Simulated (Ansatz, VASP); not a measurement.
# One calculation of Be4BrF2, two programs

The input INCAR:

```
PREC = Accurate
ENCUT = 600
EDIFF = 1E-6
ISMEAR = 0
SIGMA = 0.1
LREAL = False
LASPH = True
NELM = 60
ALGO = Normal
ISIF = 3
LWAVE = False
LCHARG = False
GGA = PE
IBRION = 2
NSW = 90
EDIFFG = -0.04
```

KPOINTS

```
Automatic mesh
0
Gamma
  4 4 8
```

Contents of POSCAR:

```
Be4BrF2
1.0
    4.6303116700      0.0000000000      0.0000000000
    0.0000000000      4.6303116700      0.0000000000
    0.0000000000      0.0000000000      2.3151558400
Be Br F
4 1 2
Direct
    0.2500000000      0.7500000000      0.0000000000
    0.2500000000      0.2500000000      0.0000000000
    0.7500000000      0.7500000000      0.0000000000
    0.7500000000      0.2500000000      0.0000000000
    0.5000000000      0.5000000000      0.5000000000
    0.5000000000      0.0000000000      0.5000000000
    0.0000000000      0.5000000000      0.5000000000
```

Input for Ansatz:

```yaml
crystal:
  lattice:
    - [4.63031167, 0.0, 0.0]
    - [0.0, 4.63031167, 0.0]
    - [0.0, 0.0, 2.31515584]
  atoms:
    - { symbol: Be, position: [0.25, 0.75, 0.0] }
    - { symbol: Be, position: [0.25, 0.25, 0.0] }
    - { symbol: Be, position: [0.75, 0.75, 0.0] }
    - { symbol: Be, position: [0.75, 0.25, 0.0] }
    - { symbol: Br, position: [0.5, 0.5, 0.5] }
    - { symbol: F, position: [0.5, 0.0, 0.5] }
    - { symbol: F, position: [0.0, 0.5, 0.5] }
basis:
  ecutwfc: 420
kpoints:
  mp_grid: { grid: [4, 4, 8] }
hamiltonian:
  xc: pbe
scf:
  occupations: { method: gaussian, width: 0.1 }
  lower_state_search: "off"
output:
  forces: true
  stress: true
  eigenvalues: true
relax:
  adjacent_minimum: "off"
  f_tol: 0.04
  max_steps: 70
  cell: { stress_tol: 0.4 }
```

Change from the starting cell: ordered mixture with vacancies on the anion sites of caesium chloride (P4/mmm, No. 123).

Alike in both runs: task relaxation of cell and atoms; functional PBE; k mesh 4 × 4 × 8; occupations gaussian, width 0.1 eV; no spin polarisation.

|  | VASP | Ansatz |
| --- | --- | --- |
| version | VASP 6.6.1 | Ansatz 0.2.0 |
| potentials or method | VASP PAW PBE potentials, release 64 (Be, Br, F), cutoff 600 eV | scalar-relativistic, plane waves, PAW |
| valence electrons in the cell | 29 | 29 |

|  | VASP | Ansatz | Ansatz less VASP |
| --- | --- | --- | --- |
| gap on the k mesh at the Fermi level, each at its own relaxed structure (eV) | none | none | - |
| relaxed volume (Å³/atom) | 12.51 | 13.17 | +0.659 |
| relaxed length of the cell vector where the two differ most in proportion (Å) | 2.802 | 2.853 | +0.0508 |

A gap of «none» marks a metal or a gap that the smearing closes. One of these differences is far larger than is usual between the two programs; its cause wasn't traced.

Noted on VASP's run: the volume moved by over 15 % at a fixed basis, so the end points are rough.
